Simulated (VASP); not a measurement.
# V (Pm-3m) in VASP: notebook, part 2 of 2

VASP 6.6.1. Earlier steps stand in the parts before.

## Step 3: Single point, PBEsol

The input, INCAR:

```
SYSTEM = V
PREC     = Accurate       ! precision mode
ENCUT    = 520            ! plane-wave cutoff, eV
EDIFF    = 1E-7           ! SCF threshold, eV
ISMEAR   = -1             ! smearing method
SIGMA    = 0.1            ! smearing width, eV
LREAL    = .False.        ! projectors in reciprocal space
LASPH    = .True.         ! aspherical terms in the spheres
NELM     = 100            ! most SCF steps
ALGO     = Normal         ! electronic algorithm
ISIF     = 2              ! what is computed and relaxed
LWAVE    = .False.        ! write WAVECAR
LCHARG   = .False.        ! write CHGCAR
GGA      = PS             ! functional
NBANDS   = 12             ! bands
```

The input, KPOINTS:

```
regular mesh
0
Gamma
  17 17 17
  0 0 0
```

The input, POSCAR:

```
V
1.0
    2.4130991335      0.0000000000      0.0000000000
    0.0000000000      2.4130991335      0.0000000000
    0.0000000000      0.0000000000      2.4130991335
V
1
Direct
    0.0000000000      0.0000000000      0.0000000000
```

Potentials or basis: VASP PAW PBE potentials, release 64 (V_sv).

Started as:

```bash
$ cat potpaw_PBE.64/V_sv/POTCAR > POTCAR
$ mpirun -np 1 vasp_std > vasp.out
```

OUTCAR:

```text
SYSTEM = V
   PREC = Accurate
   ENCUT = 520
   EDIFF = 1E-7
   ISMEAR = -1
   LREAL = .False.
   LASPH = .True.
   NELM = 100
   ISIF = 2
   GGA = PS

 ion  position               nearest neighbor table
   1  0.000  0.000  0.000-

  LATTYP: Found a simple cubic cell.
 ALAT       =     2.4130991335

  Lattice vectors:

 A1 = (   2.4130991335,   0.0000000000,   0.0000000000)
 A2 = (   0.0000000000,   2.4130991335,   0.0000000000)
 A3 = (   0.0000000000,   0.0000000000,   2.4130991335)

Analysis of symmetry for initial positions (statically):
=====================================================================
 Subroutine PRICEL returns:
 Original cell was already a primitive cell.

 Routine SETGRP: Setting up the symmetry group for a
 simple cubic supercell.

 Subroutine GETGRP returns: Found 48 space group operations
 (whereof 48 operations were pure point group operations)
 out of a pool of 48 trial point group operations.

The static configuration has the point symmetry O_h .

Analysis of symmetry for dynamics (positions and initial velocities):
=====================================================================
 Subroutine PRICEL returns:
 Original cell was already a primitive cell.

 Routine SETGRP: Setting up the symmetry group for a
 simple cubic supercell.

 Subroutine GETGRP returns: Found 48 space group operations
 (whereof 48 operations were pure point group operations)
 out of a pool of 48 trial point group operations.

The dynamic configuration has the point symmetry O_h .

 Subroutine INISYM returns: Found 48 space group operations
 (whereof 48 operations are pure point group operations),
 and found     1 'primitive' translations

----------------------------------------------------------------------------------------

                                     Primitive cell

  volume of cell :      14.0516

  direct lattice vectors                    reciprocal lattice vectors
     2.413099133  0.000000000  0.000000000     0.414404856  0.000000000  0.000000000
     0.000000000  2.413099133  0.000000000     0.000000000  0.414404856  0.000000000
     0.000000000  0.000000000  2.413099133     0.000000000  0.000000000  0.414404856

  length of vectors
     2.413099133  2.413099133  2.413099133     0.414404856  0.414404856  0.414404856

  position of ions in fractional coordinates (direct lattice)
     0.000000000  0.000000000  0.000000000

  ion indices of the primitive-cell ions
   primitive index   ion index
                 1           1

----------------------------------------------------------------------------------------

 KPOINTS: regular mesh

Automatic generation of k-mesh.
 Grid dimensions read from file:
 generate k-points for:   17   17   17

 Generating k-lattice:

  Cartesian coordinates                     Fractional coordinates (reciprocal lattice)
     0.024376756  0.000000000  0.000000000     0.058823529  0.000000000  0.000000000
     0.000000000  0.024376756  0.000000000     0.000000000  0.058823529  0.000000000
     0.000000000  0.000000000  0.024376756     0.000000000  0.000000000  0.058823529

  Length of vectors
     0.024376756  0.024376756  0.024376756

  Shift w.r.t. Gamma in fractional coordinates (k-lattice)
     0.000000000  0.000000000  0.000000000

 Subroutine IBZKPT returns following result:
 ===========================================

 Found    165 irreducible k-points:

 Following reciprocal coordinates:
            Coordinates               Weight
  0.000000  0.000000  0.000000      1.000000
  0.058824  0.000000  0.000000      6.000000
  0.117647  0.000000  0.000000      6.000000
  0.176471  0.000000  0.000000      6.000000
  0.235294  0.000000  0.000000      6.000000
  0.294118  0.000000  0.000000      6.000000
[... 16 lines left out ...]
  0.411765  0.117647  0.000000     24.000000
  0.470588  0.117647  0.000000     24.000000
 [... further k-points ...]
   k-points           NKPTS =    165   k-points in BZ     NKDIM =    165   number of bands    NBANDS=     12
   number of dos      NEDOS =    301   number of ions     NIONS =      1
   total plane-waves  NPLWV =   5832
   dimension x,y,z NGX =    18 NGY =   18 NGZ =   18
   dimension x,y,z NGXF=    36 NGYF=   36 NGZF=   36
   ions per type =               1
   NGX,Y,Z   is equivalent  to a cutoff of  12.40, 12.40, 12.40 a.u.
   NGXF,Y,Z  is equivalent  to a cutoff of  24.80, 24.80, 24.80 a.u.
 SYSTEM =  V
   PREC   = accura    normal or accurate (medium, high low for compatibility)
   ISTART =      0    job   : 0-new  1-cont  2-samecut
   ICHARG =      2    charge: 1-file 2-atom 10-const
   ISPIN  =      1    spin polarized calculation?
   LNONCOLLINEAR =      F non collinear calculations
   LSORBIT =      F    spin-orbit coupling
   LASPH  =      T    aspherical Exc in radial PAW
   ENCUT  =  520.0 eV  38.22 Ry    6.18 a.u.   4.49  4.49  4.49*2*pi/ulx,y,z
   NELM   =    100;   NELMIN=  2; NELMDL= -5     # of ELM steps
   EDIFF  = 0.1E-06   stopping-criterion for ELM
   LREAL  =      F    real-space projection
   EDIFFG = 0.1E-05   stopping-criterion for IOM
   NSW    =      0    number of steps for IOM
   IBRION =     -1    ionic relax: 0-MD 1-quasi-New 2-CG
   NFREE  =      0    steps in history (QN), initial steepest desc. (CG)
   ISIF   =      2    stress and relaxation
   ISYM   =      2    0-nonsym 1-usesym 2-fastsym
   POTIM  = 0.5000    time-step for ionic-motion
   TEBEG  =    0.0;   TEEND  =   0.0 temperature during run
   PSTRESS=    0.0 pullay stress
   NELECT =      13.0000    total number of electrons
   NUPDOWN=      -1.0000    fix difference up-down
   EMIN   =  10.00;   EMAX   =-10.00  energy-range for DOS
   EFERMI =   0.00;   METHOD = LEGACY
   ISMEAR =    -1;   SIGMA  =   0.10  broadening in eV -4-tet -1-fermi 0-gaus
   EFERMI_NEDOS =   21; number of points for ismear=-14 and -15
   IALGO  =     38    algorithm
   IMIX   =      4    mixing-type and parameters
     AMIX     =   0.40;   BMIX     =  1.00
     AMIX_MAG =   1.60;   BMIX_MAG =  1.00
  volume/ion in A,a.u.               =      14.05        94.82
  Fermi-wavevector in a.u.,A,eV,Ry     =   1.595196  3.014484 34.622079  2.544651
  Thomas-Fermi vector in A             =   2.693153
   LORBIT       =      0    0 simple, 1 ext, 2 COOP (PROOUT), +10 PAW based schemes
   GGA     = PS    functional components
   LHFCALC =     F    Hartree Fock is set to
   AEXX    =    0.0000 exact exchange contribution
   IVDW    =     0    specifies the selected vdW correction
   LEPSILON=     F    determine dielectric tensor
   LRPA    =     F    only Hartree local field effects (RPA)
 non-spin polarized calculation
  energy-cutoff  :      520.00
  volume of cell :       14.05
 maximum number of plane-waves:       389
 NGX is ok and might be reduce to    18
   NGX =  9   NGY =  9   NGZ =  9

 number of electron      12.9999984 magnetization

 Free energy of the ion-electron system (eV)
  ---------------------------------------------------
  ext. energy  EPLUGINS =         0.00000000
  ---------------------------------------------------
  free energy    TOTEN  =        -8.78335260 eV

  energy without entropy =       -8.74469555  energy(sigma->0) =       -8.76402408

 E-fermi :   9.2307     XC(G=0): -12.7150

 val. band max:        9.2289714026   @ k =   0.3529   0.3529   0.2353
 cond. band min:       9.2313764867   @ k =   0.4118   0.4118   0.1765
 fundamental gap:      0.0024050841
 Fermi energy:         9.2307391412

 k-point     1 :       0.0000    0.0000    0.0000
  band No.  band energies     occupation
      1     -54.3954      2.00000
      2     -27.6646      2.00000
      3     -27.6646      2.00000
      4     -27.6646      2.00000
      5       2.7477      2.00000
      6       6.9592      2.00000
      7       6.9592      2.00000
      8      12.9100      0.00000
      9      12.9100      0.00000
     10      12.9101      0.00000
     11      27.9739      0.00000
     12      27.9739      0.00000

 k-point     2 :       0.0588    0.0000    0.0000
  band No.  band energies     occupation
      1     -54.3889      2.00000
      2     -27.7073      2.00000
      3     -27.6609      2.00000
      4     -27.6609      2.00000
      5       2.8551      2.00000
      6       6.9846      2.00000
      7       7.0427      2.00000
      8      12.8241      0.00000
      9      12.8241      0.00000
     10      12.9165      0.00000
     11      27.0756      0.00000
     12      28.1418      0.00000
[... 316 lines left out ...]
 k-point    24 :       0.4706    0.1176    0.0000
  band No.  band energies     occupation
      1     -54.1765      2.00000
      2     -28.8345      2.00000
      3     -27.7097      2.00000
      4     -27.5434      2.00000
      5       7.2296      2.00000
      6       8.0710      1.99998
      7       8.3018      1.99982
      8      10.8544      0.00000
      9      11.6863      0.00000
     10      12.8304      0.00000
     11      17.4681      0.00000
     12      28.3433      0.00000

 [... further k-points ...]
[... 5 lines left out ...]
  --------------------------------------------------------------------------------------
  -------------------------------------------------------------------------------------
  Total        0.0266984      0.0266984      0.0266984      0.0000000      0.0000000     -0.0000000
  in kB        3.0441829      3.0441829      3.0441829      0.0000000      0.0000000     -0.0000000
  external PRESSURE =       3.0441829 kB  Pullay stress =       0.0000000 kB

 VOLUME and BASIS-vectors are now :
 -----------------------------------------------------------------------------
  energy-cutoff  :      520.00
  volume of cell :       14.05
      direct lattice vectors                 reciprocal lattice vectors
     2.413099133  0.000000000  0.000000000     0.414404856  0.000000000  0.000000000
     0.000000000  2.413099133  0.000000000     0.000000000  0.414404856  0.000000000
     0.000000000  0.000000000  2.413099133     0.000000000  0.000000000  0.414404856

 POSITION                                       TOTAL-FORCE (eV/Angst)
 -----------------------------------------------------------------------------------
      0.00000      0.00000      0.00000         0.000000      0.000000      0.000000
 -----------------------------------------------------------------------------------
    total drift:                                0.000000      0.000000      0.000000

  FREE ENERGIE OF THE ION-ELECTRON SYSTEM (eV)
  ---------------------------------------------------
  free  energy   TOTEN  =        -8.7833526024 eV

  energy  without entropy=       -8.7446955508  energy(sigma->0) =       -8.76402408
```

Wall time 10 s (1 thread of Intel Xeon 6975P-C, shared host); peak memory 0.14 GiB.

What came out:

```
Free energy : -8.7834 eV
Pressure    : 0.3 GPa
```

Caveat: the PAW data sets were made with another functional, which shifts forces and pressure a little.

## Step 4: Relaxation of cell and atoms, PBEsol

This run uses another cell than the first one, of 14.00 Å³/atom, 0.996 times its volume.

The input, INCAR:

```
ALGO = Normal
EDIFF = 1E-6
EDIFFG = -0.005
ENCUT = 600
GGA = PS
IBRION = 2
ISIF = 3
ISMEAR = -1
LASPH = T
LCHARG = F
LREAL = F
LWAVE = F
NELM = 100
NSW = 60
PREC = Accurate
SIGMA = 0.1
```

The input, KPOINTS:

```
k-points
0
Gamma
  17 17 17
```

The input, POSCAR:

```
V
1.0
    2.4102065329      0.0000000000      0.0000000000
    0.0000000000      2.4102065329      0.0000000000
    0.0000000000      0.0000000000      2.4102065329
V
1
Direct
    0.0000000000      0.0000000000      0.0000000000
```

Potentials or basis: VASP PAW PBE potentials, release 64 (V_sv).

Started as:

```bash
$ cat potpaw_PBE.64/V_sv/POTCAR > POTCAR
$ mpirun -np 1 vasp_std > vasp.out
```

OUTCAR:

```text
EDIFF = 1E-6
   EDIFFG = -0.005
   ENCUT = 600
   GGA = PS
   IBRION = 2
   ISIF = 3
   ISMEAR = -1
   LASPH = T
   LREAL = F
   NELM = 100
   NSW = 60
   PREC = Accurate

 ion  position               nearest neighbor table
   1  0.000  0.000  0.000-

  LATTYP: Found a simple cubic cell.
 ALAT       =     2.4102065329

  Lattice vectors:

 A1 = (   2.4102065329,   0.0000000000,   0.0000000000)
 A2 = (   0.0000000000,   2.4102065329,   0.0000000000)
 A3 = (   0.0000000000,   0.0000000000,   2.4102065329)

Analysis of symmetry for initial positions (statically):
=====================================================================
 Subroutine PRICEL returns:
 Original cell was already a primitive cell.

 Routine SETGRP: Setting up the symmetry group for a
 simple cubic supercell.

 Subroutine GETGRP returns: Found 48 space group operations
 (whereof 48 operations were pure point group operations)
 out of a pool of 48 trial point group operations.

The static configuration has the point symmetry O_h .

Analysis of symmetry for dynamics (positions and initial velocities):
=====================================================================
 Subroutine PRICEL returns:
 Original cell was already a primitive cell.

 Routine SETGRP: Setting up the symmetry group for a
 simple cubic supercell.

 Subroutine GETGRP returns: Found 48 space group operations
 (whereof 48 operations were pure point group operations)
 out of a pool of 48 trial point group operations.

The dynamic configuration has the point symmetry O_h .

 Subroutine INISYM returns: Found 48 space group operations
 (whereof 48 operations are pure point group operations),
 and found     1 'primitive' translations

----------------------------------------------------------------------------------------

                                     Primitive cell

  volume of cell :      14.0011

[... 117 lines left out ...]
 conjugate gradient relaxation of ions
 non-spin polarized calculation
  energy-cutoff  :      600.00
  volume of cell :       14.00
 maximum number of plane-waves:       480
 NGX is ok and might be reduce to    20
   NGX =  9   NGY =  9   NGZ =  9

--------------------------------------- Ionic step        1  -------------------------------------------

 number of electron      13.0000000 magnetization

 Free energy of the ion-electron system (eV)
  ---------------------------------------------------
  ext. energy  EPLUGINS =         0.00000000
  ---------------------------------------------------
  free energy    TOTEN  =        -8.78314375 eV

  energy without entropy =       -8.74464652  energy(sigma->0) =       -8.76389513

------------------------ aborting loop because EDIFF is reached ----------------------------------------

  FORCE on cell =-STRESS in cart. coord.  units (eV):
  Direction    XX          YY          ZZ          XY          YZ          ZX
  --------------------------------------------------------------------------------------
  -------------------------------------------------------------------------------------
  Total        0.0713128      0.0713128      0.0713128      0.0000000      0.0000000      0.0000000
  in kB        8.1604727      8.1604727      8.1604727      0.0000000      0.0000000      0.0000000
  external PRESSURE =       8.1604727 kB  Pullay stress =       0.0000000 kB
[... 57 lines left out ...]
--------------------------------------- Ionic step        3  -------------------------------------------

 number of electron      13.0000003 magnetization

 Free energy of the ion-electron system (eV)
  ---------------------------------------------------
  ext. energy  EPLUGINS =         0.00000000
  ---------------------------------------------------
  free energy    TOTEN  =        -8.78335056 eV

  energy without entropy =       -8.74459889  energy(sigma->0) =       -8.76397472

 E-fermi :   9.2054     XC(G=0): -12.7041

 val. band max:        9.2048940086   @ k =   0.3529   0.3529   0.2353
 cond. band min:       9.2059075389   @ k =   0.4118   0.4118   0.1765
 fundamental gap:      0.0010135303
 Fermi energy:         9.2054198472

 k-point     1 :       0.0000    0.0000    0.0000
  band No.  band energies     occupation
      1     -54.4216      2.00000
      2     -27.6949      2.00000
      3     -27.6949      2.00000
      4     -27.6949      2.00000
      5       2.7275      2.00000
      6       6.9404      2.00000
      7       6.9404      2.00000
      8      12.8755      0.00000
      9      12.8755      0.00000
     10      12.8755      0.00000
[... 287 lines left out ...]
 k-point    24 :       0.4706    0.1176    0.0000
  band No.  band energies     occupation
      1     -54.2043      2.00000
      2     -28.8580      2.00000
      3     -27.7399      2.00000
      4     -27.5745      2.00000
      5       7.2050      2.00000
      6       8.0485      1.99998
      7       8.2779      1.99981
      8      10.8260      0.00000
      9      11.6549      0.00000
     10      12.7960      0.00000

 [... further k-points ...]
[... 5 lines left out ...]
  --------------------------------------------------------------------------------------
  -------------------------------------------------------------------------------------
  Total       -0.0008033     -0.0008033     -0.0008033      0.0000000     -0.0000000      0.0000000
  in kB       -0.0914047     -0.0914047     -0.0914047      0.0000000     -0.0000000      0.0000000
  external PRESSURE =      -0.0914047 kB  Pullay stress =       0.0000000 kB
[... 16 lines left out ...]
  FREE ENERGIE OF THE ION-ELECTRON SYSTEM (eV)
  ---------------------------------------------------
  free  energy   TOTEN  =        -8.7833505553 eV

  energy  without entropy=       -8.7445988941  energy(sigma->0) =       -8.76397472

 reached required accuracy - stopping structural energy minimisation
```

OSZICAR:

```text
N       E                     dE             d eps       ncg     rms          rms(c)
DAV:   1     0.986220741863E+02    0.98622E+02   -0.79061E+03  3300   0.156E+03
DAV:   2    -0.803649861155E+01   -0.10666E+03   -0.10415E+03  3384   0.394E+02
[... 17 lines left out ...]
   2 F= -.87832012E+01 E0= -.87637179E+01  d E =-.574174E-04
       N       E                     dE             d eps       ncg     rms          rms(c)
DAV:   1    -0.878823055593E+01   -0.50300E-02   -0.10411E-01  3354   0.570E+00    0.785E-01
DAV:   2    -0.878342695796E+01    0.48036E-02   -0.22543E-02  3362   0.215E+00    0.152E-01
DAV:   3    -0.878337382429E+01    0.53134E-04   -0.92268E-05  3326   0.126E-01    0.922E-02
DAV:   4    -0.878335055294E+01    0.23271E-04   -0.61660E-05  3350   0.906E-02    0.397E-03
DAV:   5    -0.878335055533E+01   -0.23845E-08   -0.89494E-07  1828   0.137E-02
   3 F= -.87833506E+01 E0= -.87639747E+01  d E =-.206810E-03
```

CONTCAR:

```text
V
   1.00000000000000
     2.4147486220304946    0.0000000000000000    0.0000000000000000
     0.0000000000000000    2.4147486220304946    0.0000000000000000
     0.0000000000000000    0.0000000000000000    2.4147486220304946
  V
     1
Direct
     0.0000000000000000    0.0000000000000000    0.0000000000000000

  0.00000000E+00  0.00000000E+00  0.00000000E+00
```

It took 22 s on 1 thread of Intel Xeon 6975P-C, shared host; peak memory 0.15 GiB.

Results:

```yaml
Free_energy: -8.7834 eV
Relaxed_volume: 14.08 Å³/atom
Relaxed_cell: a = 2.415 Å, b = 2.415 Å, c = 2.415 Å, α = 90.00°, β = 90.00°, γ = 90.00°
Space_group_after_relaxing_to_0.05_Å: Pm-3m (No. 221)
Energy_gained_by_relaxing: 0.2 meV/atom
Ionic_steps: 3
Pressure_after_relaxing: 0.0 GPa
```

The path:
| step | energy change (eV) | largest force (eV/Å) | pressure (GPa) | volume (Å³) |
| --- | --- | --- | --- | --- |
| 1 | 0.0000 | 0.0000 | 0.82 | 14.00 |
| 2 | -0.0001 | 0.0000 | -0.72 | 14.15 |
| 3 | -0.0002 | 0.0000 | -0.01 | 14.08 |

Final structure:
```xyz
1
Lattice="2.4147 0.0000 0.0000 0.0000 2.4147 0.0000 0.0000 0.0000 2.4147" Properties=species:S:1:pos:R:3 pbc="T T T"
V     0.0000    0.0000    0.0000
```

Caveat: the PAW data sets were made with another functional, which shifts forces and pressure a little.
